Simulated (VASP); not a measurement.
# MgS: relaxation of cell and atoms with PBEsol+D3(BJ)

Crystal: MgS.

```xyz
4
Lattice="4.0346 0.0000 0.0000 -2.0173 3.4941 0.0000 0.0000 0.0000 6.4323" Properties=species:S:1:pos:R:3 pbc="T T T"
Mg    2.0173    1.1647    3.1888
Mg    0.0000    2.3294    6.4050
S     0.0000    2.3294    2.4394
S     2.0173    1.1647    5.6555
```

```yaml
Program: VASP 6.6.1
Task: relaxation of cell and atoms
Functional: PBEsol
Dispersion: D3(BJ)
Potentials_or_basis: VASP PAW PBE potentials, release 64 (Mg, S)
Cutoff: 600 eV
k_mesh: 5 × 5 × 3
Occupations: gaussian, width 0.01 eV
Spin: no spin polarisation
Dipole_correction: no
Further_INCAR_settings: ALGO = Normal; EDIFF = 1e-06; IBRION = 2; EDIFFG = -0.005; NSW = 50; ISIF = 3
```

The relaxed volume is 21.87 Å³/atom. The relaxed cell is a = 3.991 Å, b = 3.991 Å, c = 6.342 Å, α = 90.00°, β = 90.00°, γ = 120.00°, the space group after relaxing (to 0.05 Å) is P6_3mc (No. 186) and the energy gained by relaxing is 5.3 meV/atom. The ionic steps are 9. The pressure after relaxing is 0.0 GPa. The band gap on the k mesh is 3.44 eV, direct and the dispersion energy per atom is -0.244 eV.

Forces on the atoms (eV/Å):
```
Mg   0.000  0.000 -0.003
Mg   0.000  0.000 -0.003
S    0.000  0.000  0.003
S    0.000  0.000  0.003
```

Step by step:
| step | energy change (eV) | largest force (eV/Å) | pressure (GPa) | volume (Å³) |
| --- | --- | --- | --- | --- |
| 1 | 0.0000 | 0.0447 | -2.02 | 90.68 |
| 2 | -0.0205 | 0.0050 | 0.39 | 86.98 |
| 3 | -0.0211 | 0.0032 | 0.01 | 87.50 |
| 4 | -0.0211 | 0.0042 | -0.03 | 87.57 |
| 5 | -0.0211 | 0.0045 | -0.03 | 87.57 |
| 6 | -0.0211 | 0.0053 | -0.03 | 87.57 |
| 7 | -0.0212 | 0.0052 | 0.00 | 87.52 |
| 8 | -0.0212 | 0.0052 | 0.02 | 87.49 |
| 9 | -0.0212 | 0.0027 | 0.02 | 87.50 |

Final structure:
```
Mg S
1.0
     3.99139    0.00000    0.00000
    -1.99570    3.45665    0.00000
     0.00000    0.00000    6.34168
Mg S
2 2
Direct
  0.66667 0.33333 0.49594
  0.33333 0.66667 0.99594
  0.33333 0.66667 0.37905
  0.66667 0.33333 0.87905
```

Levels at points of the mesh, in eV from the valence-band top:
```tsv
k point	band 4	band 5	band 6	band 7	band 8	band 9	band 10	band 11	band 12
(0.00, 0.00, 0.00)	-0.62	-0.62	-0.17	-0.17	0.00	3.44	4.65	7.43	7.43
```

Run time: 64 s on 1 thread of Intel Xeon 6975P-C, with other jobs on the host, peak memory 0.24 GiB.

Caveat: the PAW data sets were made with another functional, which shifts forces and pressure a little.
